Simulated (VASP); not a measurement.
A run of VASP 6.6.1:

File INCAR:

```
SYSTEM = MgAl2C2
PREC = Accurate
ENCUT = 520
EDIFF = 1E-6
ISMEAR = 1
SIGMA = 0.0139
LREAL = .False.
LASPH = .True.
NELM = 60
ALGO = Normal
ISIF = 2
LWAVE = .False.
LCHARG = .False.
GGA = PS
NBANDS = 16
```

File KPOINTS:

```
regular mesh
0
Gamma
  6 6 3
  0 0 0
```

Contents of POSCAR:

```
MgAl2C2
1.0
    3.3755368846      0.0000002859      0.0000000000
   -1.6877686899      2.9233005506      0.0000000000
    0.0000000000      0.0000000000      5.7731424195
Al C Mg
2 2 1
Direct
    0.3333333333      0.6666666667      0.3500648216
    0.6666666667      0.3333333333      0.6499351784
    0.3333333333      0.6666666667      0.7305295795
    0.6666666667      0.3333333333      0.2694704205
    0.0000000000      0.0000000000      0.0000000000
```

Potentials or basis: VASP PAW PBE potentials, release 64 (Al, C, Mg).

The run is started by

```sh
$ cat potpaw_PBE.64/Al/POTCAR potpaw_PBE.64/C/POTCAR potpaw_PBE.64/Mg/POTCAR > POTCAR
$ mpirun -np 1 vasp_std > vasp.out
```

Hardware: 1 thread of Intel(R) Xeon(R) Platinum 8259CL CPU @ 2.50GHz (Skylake/Cascade Lake) (shared host).

Q: How long does it take, and how much memory?

A: Run time: 19 s on 1 thread of Intel(R) Xeon(R) Platinum 8259CL CPU @ 2.50GHz (Skylake/Cascade Lake), on a shared host, peak memory 0.18 GiB. Counts: scf iterations 13, k points 17.
